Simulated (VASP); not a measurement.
Runs of VASP 6.6.1 on NaCl (vib). The structure is that of space group Fm-3m (No. 225), or close to it. The cells are those of the table. 

| task | cell | smearing | gap on the mesh (eV) | pressure (GPa) | relaxed volume (Å³/atom) |
| --- | --- | --- | --- | --- | --- |
| single point | a = 3.864 Å, angles 60.0°, 2 atoms | gaussian 0.02 eV | 5.08 | 0.0 | - |
| relaxation of cell and atoms | relaxed from a = 3.864 Å, angles 60.0°, 2 atoms | gaussian 0.02 eV | 5.08 | 0.0 | 20.38 |
| single point | a = 4.021 Å, angles 60.0°, 2 atoms | gaussian 0.1 eV | 4.61 | -2.9 | - |
| relaxation of cell and atoms | relaxed from a = 4.021 Å, angles 60.0°, 2 atoms | gaussian 0.02 eV | 5.08 | 0.0 | (a) |

Alike in all rows: level LDA; potentials or basis VASP PAW LDA potentials, release 64 (Na_pv, Cl); no spin polarisation; k mesh 6 × 6 × 6; cutoff (eV) 500.

Estimate the missing entries.

(a) 20.39.

Caveats: the volume moved by -11 % from the deposited cell, more than functionals usually miss (some runs).

